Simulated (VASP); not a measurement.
# B18N19 (a cell with a defect) in VASP: notebook

B18N19 (a cell with a defect) is run at these levels: r2SCAN+D3(BJ); tasks: single point.

All numbers are computed with VASP 6.6.1; they aren't measurements. Logs are shortened: lines on timing, memory, paths and dates and some standing lists are left out, and cuts for length are marked.

**1. The cell of the first run**

The cell holds a defect, 37 atoms: a = 7.506 Å, b = 7.506 Å, c = 6.855 Å, α = 90.00°, β = 90.00°, γ = 120.00°.

**2. Single point, r2SCAN+D3(BJ), collinear spin**

POSCAR reads:

```
B18N19
1.0
    7.5056650000      0.0000000000      0.0000000000
   -3.7528330000      6.5000970000      0.0000000000
    0.0000000000      0.0000000000      6.8546160000
B N
18 19
Direct
   -0.0247405359     -0.0172920496      0.7172538914
    0.0142041432      0.0526299838      0.2538289526
   -0.0375349515      0.3096261487      0.6990180048
    0.0017429249      0.3632407332      0.2397362595
   -0.0290127165      0.6405135185      0.7548344065
   -0.0183641105      0.6979434307      0.2552732349
    0.3216180773     -0.0319072162      0.7778845671
    0.3458079407      0.0413070759      0.2975221369
    0.3133659402      0.2951955948      0.7437469874
    0.3272833063      0.3691021842      0.2149792198
    0.3137499169      0.6335751605      0.7727201640
    0.3285353640      0.6922973611      0.2432521384
    0.6446690106     -0.0178612719      0.7439804068
    0.6575633186      0.0179997314      0.2321355419
    0.6477128874      0.3173644947      0.7670743336
    0.6828065171      0.3689791091      0.2287363727
    0.6559769916      0.6569286581      0.7211344881
    0.6591659131      0.6875282015      0.2230175987
    0.2304358776      0.1459362837      0.2527056220
    0.0963272472      0.2119199144      0.7042845288
    0.2164270231      0.4743159987      0.2246077680
    0.0910503143      0.5542994205      0.7233519719
    0.2342440309      0.8183570184      0.2417495014
    0.1080275302      0.8874944482      0.7556659629
    0.5780393700      0.1691974751      0.1404017380
    0.4249542236      0.1864895247      0.7790662526
    0.5567614897      0.4763775064      0.2029873008
    0.4290184874      0.5109923744      0.7382616327
    0.5369928892      0.8006188215      0.2302973646
    0.4455897063      0.8604025448      0.8029625584
    0.8707627259      0.1327672495      0.2588912348
    0.7558650667      0.1955509279      0.7437032213
    0.9002640645      0.4804851374      0.2666816055
    0.7797096394      0.5584685890      0.7846245508
    0.8911221415      0.8278184156      0.2467534286
    0.7561243391      0.8699870171      0.7030590773
    0.5544859875      0.1625668048      0.3702468526
```

INCAR.step1 reads:

```
SYSTEM = B18N19
PREC = Accurate ; ENCUT = 520
ISMEAR = -1 ; SIGMA = 0.02
LREAL = Auto ; LASPH = .TRUE.
NELM = 150 ; ISPIN = 2
MAGMOM = 0 0 0 0 0 0 0 0 0 0 0 0 0 0 0 0 0 0 0 0 0 0 0 0 0 0 0 0 0 0 0 0 0 0 0 0 1 ; NBANDS = 102
GGA = PE ; ALGO = Normal
EDIFF = 1E-4 ; LWAVE = .TRUE.
LCHARG = .FALSE.
```

INCAR.step2 reads:

```
SYSTEM = B18N19
PREC = Accurate ; ENCUT = 520
EDIFF = 1E-6 ; ISMEAR = -1
SIGMA = 0.02 ; LREAL = Auto
LASPH = .TRUE. ; NELM = 150
ALGO = Normal ; ISIF = 2
LWAVE = .FALSE. ; LCHARG = .TRUE.
ISPIN = 2 ; MAGMOM = 0 0 0 0 0 0 0 0 0 0 0 0 0 0 0 0 0 0 0 0 0 0 0 0 0 0 0 0 0 0 0 0 0 0 0 0 1
LORBIT = 11 ; METAGGA = R2SCAN
LMIXTAU = .TRUE. ; IVDW = 12
LELF = .TRUE. ; LVHAR = .TRUE.
VDW_S6 = 1.0 ; VDW_S8 = 0.78981345
VDW_A1 = 0.49484001 ; VDW_A2 = 5.73083694
NBANDS = 102 ; ISTART = 1
```

KPOINTS reads:

```
regular mesh
0
G
  2 2 1
  0 0 0
```

Potentials or basis: VASP PAW PBE potentials, release 64 (B, N).

Launch:

```bash
$ cat potpaw_PBE.64/B/POTCAR potpaw_PBE.64/N/POTCAR > POTCAR
$ cp INCAR.step1 INCAR
$ mpirun -np 1 vasp_std > vasp.out
$ cp INCAR.step2 INCAR
$ mpirun -np 1 vasp_std > vasp.out
```

OUTCAR:

```text
SYSTEM = B18N19
   PREC = Accurate
   ENCUT = 520
   EDIFF = 1E-6
   ISMEAR = -1
   LREAL = Auto
   LASPH = .TRUE.
   NELM = 150
   ISIF = 2
   ISPIN = 2
   LORBIT = 11
   METAGGA = R2SCAN
   IVDW = 12
   ISTART = 1
 IVDW          = 12

 ion  position               nearest neighbor table
   1  0.975  0.983  0.717-  36 1.43  20 1.49  24 1.51
   2  0.014  0.053  0.254-  19 1.41  35 1.46  31 1.47
   3  0.962  0.310  0.699-  32 1.38  20 1.51  22 1.60
   4  0.002  0.363  0.240-  21 1.40  33 1.43  31 1.51
   5  0.971  0.641  0.755-  34 1.26  22 1.36  24 1.61
   6  0.982  0.698  0.255-  33 1.43  35 1.44  23 1.65
   7  0.322  0.968  0.778-  24 1.41  26 1.42  30 1.52
   8  0.346  0.041  0.298-  37 1.45  19 1.46  23 1.50  25 1.86
   9  0.313  0.295  0.744-  28 1.40  20 1.45  26 1.45
  10  0.327  0.369  0.215-  21 1.41  19 1.48  27 1.49
  11  0.314  0.634  0.773-  30 1.50  22 1.51  28 1.56
  12  0.329  0.692  0.243-  29 1.36  21 1.42  23 1.44
  13  0.645  0.982  0.744-  30 1.37  32 1.39  36 1.48
  14  0.658  0.018  0.232-  31 1.40  29 1.42  25 1.65  37 1.87
  15  0.648  0.317  0.767-  26 1.46  32 1.50  34 1.57
  16  0.683  0.369  0.229-  25 1.43  33 1.44  27 1.53  37 1.67
  17  0.656  0.657  0.721-  36 1.39  28 1.50  34 1.51
[... 6 lines left out ...]
  24  0.108  0.887  0.756-   7 1.41   1 1.51   5 1.61
  25  0.578  0.169  0.140-  16 1.43  37 1.58  14 1.65   8 1.86
  26  0.425  0.186  0.779-   7 1.42   9 1.45  15 1.46
  27  0.557  0.476  0.203-  18 1.38  10 1.49  16 1.53
  28  0.429  0.511  0.738-   9 1.40  17 1.50  11 1.56
  29  0.537  0.801  0.230-  12 1.36  14 1.42  18 1.53
  30  0.446  0.860  0.803-  13 1.37  11 1.50   7 1.52
  31  0.871  0.133  0.259-  14 1.40   2 1.47   4 1.51
  32  0.756  0.196  0.744-   3 1.38  13 1.39  15 1.50
  33  0.900  0.480  0.267-   6 1.43   4 1.43  16 1.44
  34  0.780  0.558  0.785-   5 1.26  17 1.51  15 1.57
  35  0.891  0.828  0.247-   6 1.44   2 1.46  18 1.53
  36  0.756  0.870  0.703-  17 1.39   1 1.43  13 1.48
  37  0.554  0.163  0.370-   8 1.45  25 1.58  16 1.67  14 1.87

  LATTYP: Found a hexagonal cell.
 ALAT       =     7.5056650000
 C/A-ratio  =     0.9132589850

  Lattice vectors:

 A1 = (   7.5056650000,   0.0000000000,   0.0000000000)
 A2 = (  -3.7528330000,   6.5000970000,   0.0000000000)
 A3 = (   0.0000000000,   0.0000000000,   6.8546160000)

Analysis of symmetry for initial positions (statically):
=====================================================================
 Subroutine PRICEL returns:
 Original cell was already a primitive cell.

 Routine SETGRP: Setting up the symmetry group for a
 hexagonal supercell.

 Subroutine GETGRP returns: Found  1 space group operations
 (whereof  1 operations were pure point group operations)
 out of a pool of 24 trial point group operations.

The static configuration has the point symmetry C_1 .

Analysis of symmetry for dynamics (positions and initial velocities):
=====================================================================
 Subroutine PRICEL returns:
 Original cell was already a primitive cell.

 Routine SETGRP: Setting up the symmetry group for a
 hexagonal supercell.

 Subroutine GETGRP returns: Found  1 space group operations
 (whereof  1 operations were pure point group operations)
 out of a pool of 24 trial point group operations.

The dynamic configuration has the point symmetry C_1 .

Analysis of structural, dynamic, and magnetic symmetry:
=====================================================================
 Subroutine PRICEL returns:
 Original cell was already a primitive cell.

 Routine SETGRP: Setting up the symmetry group for a
 hexagonal supercell.

 Subroutine GETGRP returns: Found  1 space group operations
 (whereof  1 operations were pure point group operations)
 out of a pool of 24 trial point group operations.

The overall configuration has the point symmetry C_1 .

 Subroutine INISYM returns: Found  1 space group operations
 (whereof  1 operations are pure point group operations),
 and found     1 'primitive' translations

[... 45 lines left out ...]
  ---------------------------------------------------
  free energy    TOTEN  =      -342.58568578 eV

  energy without entropy =     -342.58568545  energy(sigma->0) =     -342.58568562

 E-fermi :   2.7549     XC(G=0): -10.7490

 val. band max:        2.4952248416   @ k =   0.0000   0.0000   0.0000
 cond. band min:       3.0161217493   @ k =   0.0000   0.5000   0.0000
 fundamental gap:      0.5208969077
 Fermi energy:         2.7548865388

 spin component 1

 k-point     1 :       0.0000    0.0000    0.0000
  band No.  band energies     occupation
      1     -18.8921      1.00000
      2     -16.6338      1.00000
      3     -16.3122      1.00000
      4     -15.0202      1.00000
      5     -14.9742      1.00000
      6     -14.9622      1.00000
[... 345 lines left out ...]
     85       9.0202      0.00000
     86       9.2015      0.00000
 Fermi energy:         2.7548865388

 spin component 2

 k-point     1 :       0.0000    0.0000    0.0000
  band No.  band energies     occupation
      1     -18.5883      1.00000
      2     -16.6188      1.00000
      3     -16.2563      1.00000
      4     -15.0079      1.00000
      5     -14.9356      1.00000
      6     -14.9228      1.00000
[... 345 lines left out ...]
     85       9.0201      0.00000
     86       9.2563      0.00000
 [bands above 86 left out]

------------------------ aborting loop because EDIFF is reached ----------------------------------------

 Edisp (eV)   -2.48321

 E8    (eV) :    -0.5349

  FORCE on cell =-STRESS in cart. coord.  units (eV):
  Direction    XX          YY          ZZ          XY          YZ          ZX
  --------------------------------------------------------------------------------------
  -------------------------------------------------------------------------------------
  Total      -0.47171    -2.81593     0.02533     8.57734     0.12969    -6.56471
  in kB      -2.25992   -13.49087     0.12135    41.09332     0.62131   -31.45096
  external pressure =       -5.21 kB  Pullay stress =        0.00 kB

 VOLUME and BASIS-vectors are now :
 -----------------------------------------------------------------------------
  energy-cutoff  :      520.00
  volume of cell :      334.42
      direct lattice vectors                 reciprocal lattice vectors
     7.505665000  0.000000000  0.000000000     0.133232698  0.076921939  0.000000000
    -3.752833000  6.500097000  0.000000000     0.000000000  0.153843858  0.000000000
     0.000000000  0.000000000  6.854616000     0.000000000  0.000000000  0.145887093

 POSITION                                       TOTAL-FORCE (eV/Angst)
 -----------------------------------------------------------------------------------
      3.63203      6.38770      4.91650         3.226993      1.562199      0.479783
     -0.09090      0.34210      1.73990        -1.691432     -3.405258     -0.038794
      6.06196      2.01260      4.79150         4.662855      3.147680      1.718472
     -1.35010      2.36110      1.64330        -2.159763     -0.766326      1.201473
      4.88417      4.16340      5.17410         6.118653      8.168681     -0.560348
      4.74856      4.53670      1.74980         4.333026      2.680105     -0.489539
[... 29 lines left out ...]
      2.41030      5.65500      4.81920        -0.143998      1.111861     -0.124314
      3.55170      1.05670      2.53790         1.038246     -0.330726     -0.193738
 -----------------------------------------------------------------------------------
    total drift:                               -0.005537     -0.011652     -0.001096

  FREE ENERGIE OF THE ION-ELECTRON SYSTEM (eV)
  ---------------------------------------------------
  free  energy   TOTEN  =      -345.0688932101 eV

  energy  without entropy=     -345.0688928782  energy(sigma->0) =     -345.06889304

 total charge

# of ion       s       p       d       tot
------------------------------------------
    1        0.723   1.327   0.000   2.050
    2        0.740   1.393   0.000   2.132
    3        0.720   1.301   0.000   2.021
    4        0.745   1.402   0.000   2.146
    5        0.823   1.593   0.000   2.416
    6        0.719   1.285   0.000   2.004
[... 29 lines left out ...]
   36        1.243   2.845   0.000   4.088
   37        1.305   2.470   0.000   3.775
--------------------------------------------------
tot         36.963  77.372   0.000 114.336

 magnetization (x)

# of ion       s       p       d       tot
------------------------------------------
    1       -0.000   0.000   0.000   0.000
    2       -0.001  -0.005   0.000  -0.006
    3       -0.000  -0.000   0.000  -0.000
    4       -0.000   0.001   0.000   0.000
    5       -0.000  -0.000   0.000  -0.001
    6       -0.001  -0.003   0.000  -0.004
[... 29 lines left out ...]
   36        0.000   0.003   0.000   0.003
   37        0.009   0.204   0.000   0.213
--------------------------------------------------
tot          0.021   0.729   0.000   0.750
```

Wall time 35 min (1 thread of Oxide Virtual Turin-like, shared host); peak memory 0.7 GiB.

Results:

| Quantity | Value |
| --- | --- |
| Free energy | -345.0689 eV |
| Pressure | -0.5 GPa |
| Largest force | 11.131 eV/Å |
| Band gap on the k mesh | 0.52 eV |
| Net moment | 1.00 μB per cell |
| Site moments | B +0.00, -0.01, -0.00, -0.02 (each value once); N +0.03, +0.01, +0.00, +0.08, +0.28, +0.02, +0.06, -0.00, +0.05, +0.21 (each value once) μB |
| Valence electrons inside the program's atomic spheres | B 2.05, 2.13, 2.02, 2.15, 2.42, 2.00, 2.14, 2.07, 2.17, 2.10, 1.90, 2.31, 2.28, 1.95, 2.16, 2.08 (each value once); N 4.06, 3.99, 4.13, 4.00, 3.93, 3.97, 3.79, 4.04, 4.09, 4.11, 3.77 (each value once) |
| Dispersion energy per atom | -0.067 eV |

Forces on the atoms (eV/Å):
```
B    3.227  1.562  0.480
B   -1.691 -3.405 -0.039
B    4.663  3.148  1.718
B   -2.160 -0.766  1.201
B    6.119  8.169 -0.560
B    4.333  2.680 -0.490
B    0.095  0.061  0.571
B   -1.737 -2.092 -2.921
B   -0.578  0.286 -0.511
B    3.586 -1.131  1.150
B    0.558  0.247 -2.372
B   -2.929  0.932 -0.823
B    2.791 -1.808 -0.257
B   -1.723  1.423  0.088
B    0.795 -0.119  0.654
B   -2.556  0.661  1.082
B    0.151 -3.295  2.708
B   -0.696  3.886  0.516
N   -1.552  2.152  0.196
N   -1.740 -2.310  0.235
N    0.717 -0.833 -0.346
N    4.198 -5.039  0.284
N   -2.939 -0.785  2.258
N   -2.620 -3.911 -0.580
N    1.343 -3.183  0.149
N    0.764  2.843 -0.787
N   -0.042 -0.425  0.485
N   -2.023  4.961  0.204
N    4.732  0.266  0.096
N   -5.060 -1.804 -0.667
N    3.989  3.581 -0.953
N   -2.689  2.891 -0.273
N   -1.497  0.851 -0.944
N   -8.691 -6.861 -1.142
N   -0.030 -3.613 -0.091
N   -0.144  1.112 -0.124
N    1.038 -0.331 -0.194
```

Levels at points of the mesh, in eV from the valence-band top:
Spin up:
| k point | band 73 | band 74 | band 75 | band 76 | band 77 | band 78 |
| --- | --- | --- | --- | --- | --- | --- |
| (0.00, 0.00, 0.00) | -0.54 | -0.46 | 0.00 | 3.99 | 4.31 | 4.94 |
| (0.50, 0.00, 0.00) | -0.79 | -0.30 | -0.26 | 4.09 | 4.39 | 4.72 |
| (0.00, 0.50, 0.00) | -0.71 | -0.47 | -0.22 | 4.18 | 4.46 | 4.64 |
| (0.50, 0.50, 0.00) | -0.74 | -0.35 | -0.31 | 4.20 | 4.64 | 4.77 |
Spin down:
```
           k point  band 70  band 71  band 72  band 73  band 74  band 75  band 76  band 77  band 78  band 79
(0.00, 0.00, 0.00)    -0.93    -0.58    -0.55    -0.29    -0.14     0.66     4.03     4.35     4.99     5.25
(0.50, 0.00, 0.00)    -1.19    -1.05    -0.80    -0.70    -0.13     0.59     4.13     4.40     4.79     5.06
(0.00, 0.50, 0.00)    -1.17    -1.04    -0.85    -0.49    -0.10     0.52     4.21     4.47     4.70     4.83
(0.50, 0.50, 0.00)    -1.21    -1.05    -0.87    -0.66    -0.10     0.58     4.23     4.71     4.80     4.84
```

Caveat: the k points lie up to 0.92 Å⁻¹ apart, too coarse for converged energies, forces and pressures; the atoms stand as in a frame of molecular dynamics; semilocal functionals underestimate gaps, and a narrow one can read as zero; the PAW data sets were made with another functional, which shifts forces and pressure a little.

[end of part 1 of 2]
